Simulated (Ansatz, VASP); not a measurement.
# C: VASP beside Ansatz

```
CELL_PARAMETERS angstrom
-1.18742 1.18742 1.18742
1.18742 -1.18742 1.18742
1.18742 1.18742 -1.18742
ATOMIC_POSITIONS crystal
C 0.00000 0.00000 0.00000
```

Alike in both runs: functional PBE; dispersion D4; k mesh 16 × 16 × 16; occupations fermi-dirac, width 0.03 eV; no spin polarisation.

Ansatz relaxed the structure, and its values are those at the end. VASP's run is a single point on that final structure, the one shown.

|  | VASP | Ansatz |
| --- | --- | --- |
| version | VASP 6.6.1 | Ansatz 0.2.0 |
| potentials or method | VASP PAW PBE potentials, release 64 (C) | PAW with Ansatz's default frozen-core files, scalar-relativistic |
| plane-wave cutoff (eV) | 520 | 420 |
| valence electrons in the cell | 4 | 4 |

VASP gave:

| Property | Result |
| --- | --- |
| pressure (GPa) | 0.1 |

Question: Which values does Ansatz return?

Answer: Pressure (GPa): 0.0.

Ansatz's warnings: dispersion switch in reach, relaxed geometry near dispersion switch.
